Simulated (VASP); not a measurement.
Crystal: PtS2.

```
Pt S
1.0
     3.52402    0.00000    0.00000
    -1.76201    3.05189    0.00000
     0.00000    0.00000    5.55814
Pt S
1 2
Direct
  0.00000 0.00000 0.00000
  0.33333 0.66667 0.22042
  0.66667 0.33333 0.77958
```

```yaml
Program: VASP 6.6.1
Task: relaxation of shape and atoms at fixed volume
Functional: r2SCAN
Potentials_or_basis: VASP PAW PBE potentials, release 64 (Pt, S)
Cutoff: 550 eV
k_mesh: 8 × 8 × 4
Occupations: gaussian, width 0.05 eV
Spin: no spin polarisation
```

At the start: pressure 2.7 GPa; volume 19.93 Å³/atom.

Question: Where does the relaxation end?

Answer: Over 6 steps the energy falls by 3.0 meV/atom; space group P-3m1 (No. 164, to 0.1 Å) before and after.

The path:
| step | energy change (eV) | largest force (eV/Å) | pressure (GPa) | volume (Å³) |
| --- | --- | --- | --- | --- |
| 1 | 0.0000 | 0.2792 | 2.74 | 59.78 |
| 2 | -0.0067 | 0.1025 | 1.48 | 59.78 |
| 3 | -0.0084 | 0.0554 | 0.35 | 59.78 |
| 4 | -0.0084 | 0.0401 | 0.46 | 59.78 |
| 5 | -0.0090 | 0.0148 | 0.34 | 59.78 |
| 6 | -0.0091 | 0.0011 | 0.27 | 59.78 |

Final structure:
```
Pt S
1.0
     3.54843    0.00000    0.00000
    -1.77422    3.07303    0.00000
     0.00000    0.00000    5.48193
Pt S
1 2
Direct
  0.00000 0.00000 0.00000
  0.33333 0.66667 0.22460
  0.66667 0.33333 0.77540
```

Caveat: the PAW data sets were made with another functional, which shifts forces and pressure a little.
